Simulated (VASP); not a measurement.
Crystal: Mg.

```xyz
2
Lattice="3.2093 0.0000 0.0000 -1.6046 2.7793 0.0000 0.0000 0.0000 5.2103" Properties=species:S:1:pos:R:3 pbc="T T T"
Mg    1.6047    0.9264    3.9077
Mg    0.0000    1.8529    1.3026
```

* Program: VASP 6.6.1
* Task: relaxation of cell and atoms
* Functional: PBE
* Potentials or basis: VASP PAW PBE potentials, release 64 (Mg)
* Cutoff: 600 eV
* k mesh: 10 × 10 × 5
* Occupations: fermi-dirac, width 0.05 eV
* Spin: collinear spin, antiferromagnetic start
* Starting moments: [0.375, -0.375] μB
* Fixed moment: 0 μB

At the start: pressure -0.5 GPa; volume 23.24 Å³/atom.

**Question.** Where does the relaxation end?

**Answer.** Over 6 steps the energy falls by 2.9 meV/atom and the volume is 22.93 Å³/atom (-1.3 %); space group P6_3/mmc (No. 194, to 0.05 Å); moment 0.00 μB per cell.

The path:
| step | energy change (eV) | largest force (eV/Å) | pressure (GPa) | volume (Å³) |
| --- | --- | --- | --- | --- |
| 1 | 0.0000 | 0.0000 | -0.50 | 46.47 |
| 2 | -0.0028 | 0.0000 | -0.12 | 45.99 |
| 3 | -0.0044 | 0.0000 | 0.44 | 45.32 |
| 4 | -0.0054 | 0.0000 | 0.32 | 45.48 |
| 5 | -0.0054 | 0.0000 | 0.33 | 45.47 |
| 6 | -0.0058 | 0.0000 | 0.02 | 45.85 |

Final structure:
```
Mg
1.0
     3.16386    0.00000    0.00000
    -1.58193    2.73998    0.00000
     0.00000    0.00000    5.28925
Mg
2
Direct
  0.66667 0.33333 0.75000
  0.33333 0.66667 0.25000
```

Caveat: the total moment is fixed, so each spin has its own Fermi level.
